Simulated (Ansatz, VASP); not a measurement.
# One calculation of Cd, two programs

```
Cd
1.0
     5.11547    0.00000    0.00000
    -2.55774    4.43013    0.00000
     0.00000    0.00000    3.04360
Cd
3
Direct
  0.00000 0.00000 0.00000
  0.33333 0.66667 0.50000
  0.66667 0.33333 0.50000
```

Alike in both runs: task single point; functional LDA; k mesh 8 × 8 × 12; occupations fermi-dirac, width 0.1 eV; no spin polarisation.

|  | VASP | Ansatz |
| --- | --- | --- |
| version | VASP 6.6.1 | Ansatz 0.2.0 |
| potentials or method | VASP PAW LDA potentials, release 64 (Cd), cutoff 500 eV | plane waves (420 eV) with PAW, scalar-relativistic |
| valence electrons in the cell | 36 | 60 |

|  | VASP | Ansatz | Ansatz less VASP |
| --- | --- | --- | --- |
| pressure (GPa) | -4.8 | -5.1 | -0.29 |
| traceless stress, the component that is largest in VASP (GPa) | -0.38 | -0.39 | -0.017 |

Ansatz warns that its potentials were made for another functional, while VASP's fit it. LDA's correlation is that of Perdew and Zunger in VASP and of Perdew and Wang (1992) in Ansatz. VASP's potentials hold 36 valence electrons a cell and Ansatz's 60, so a difference there can come from the potentials and not from the codes.
